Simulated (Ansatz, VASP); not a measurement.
TaVN2: VASP and Ansatz over several settings

```xyz
4
Lattice="3.0499 0.0000 0.0000 0.0000 3.0499 0.0000 0.0000 0.0000 4.2961" Properties=species:S:1:pos:R:3 pbc="T T T"
Ta    0.0000    0.0000    0.0000
V     1.5249    1.5249    2.1480
N     1.5249    1.5249    0.0000
N     0.0000    0.0000    2.1480
```

Single points on this cell with VASP 6.6.1 and Ansatz 0.2.0. Each row is one pair of runs. Alike in all rows: k mesh: 9 × 9 × 6; smearing: fermi-dirac, width 0.05 eV; VASP's potentials, cutoff: VASP PAW PBE potentials, release 64 (Ta_pv, V_sv, N), 520 eV.

| level | spin | Ansatz's potentials, cutoff | gap on the k mesh at the Fermi level (eV), VASP | gap on the k mesh at the Fermi level (eV), Ansatz | pressure (GPa), VASP | pressure (GPa), Ansatz |
| --- | --- | --- | --- | --- | --- | --- |
| PBE | off | Ansatz PAW, 420 eV | none | none | -2.4 | -3.2 |
| PBE | collinear, typed start | Ansatz PAW, 420 eV | none | none | -0.1 | -0.8 |
| r2SCAN | collinear, typed start | Ansatz PAW, 500 eV | none | none | 2.5 | 1.0 |

Pressure (GPa): the two programs differ by at most 1.48.

VASP's potentials hold 34 valence electrons a cell and Ansatz's 36, so a difference there can come from the potentials and not from the codes.

A gap of «none» marks a metal or a gap that the smearing closes.

Spin-orbit coupling is off throughout. Noted on Ansatz's runs: the magnetic or orbital state may not be the lowest.
